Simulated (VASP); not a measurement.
Set up this calculation in VASP 6.6.1, as the native input.

- Task: single point
- Functional: PBEsol
- Potentials or basis: VASP PAW PBE potentials, release 64 (Co, Si)
- Cutoff: 520 eV
- k mesh: 14 × 14 × 14
- Occupations: gaussian, width 0.15 eV
- Spin: no spin polarisation
- Dipole correction: no
- Further INCAR settings: ALGO = Normal; EDIFF = 1e-07; NBANDS = 16

The structure of CoSi2 lies in POSCAR:

```
CoSi2
1.0
    0.0000000000      2.6563531747      2.6563531747
    2.6563531747      0.0000000000      2.6563531747
    2.6563531747      2.6563531747      0.0000000000
Co Si
1 2
Direct
    0.0000000000      0.0000000000      0.0000000000
    0.2500000000      0.2500000000      0.2500000000
    0.7500000000      0.7500000000      0.7500000000
```

The input as run:

INCAR

```
SYSTEM = CoSi2
ALGO = Normal ; EDIFF = 1E-7
ENCUT = 520 ; GGA = PS
ISIF = 2 ; ISMEAR = 0
LASPH = .TRUE. ; LCHARG = .FALSE.
LREAL = .FALSE. ; LWAVE = .FALSE.
NBANDS = 16 ; NELM = 60
PREC = Accurate ; SIGMA = 0.15
```

KPOINTS

```
k-points
0
G
  14 14 14
  0 0 0
```

Potentials or basis: VASP PAW PBE potentials, release 64 (Co, Si).

The run is started by

```console
$ cat potpaw_PBE.64/Co/POTCAR potpaw_PBE.64/Si/POTCAR > POTCAR
$ mpirun -np 1 vasp_std > vasp.out
```

It gave:

The pressure is 0.1 GPa.

Caveat: the PAW data sets were made with another functional, which shifts forces and pressure a little.

Run time: 76 s on 1 thread of Intel(R) Xeon(R) Platinum 8259CL CPU @ 2.50GHz (Skylake/Cascade Lake) (shared host), peak memory 0.2 GiB.
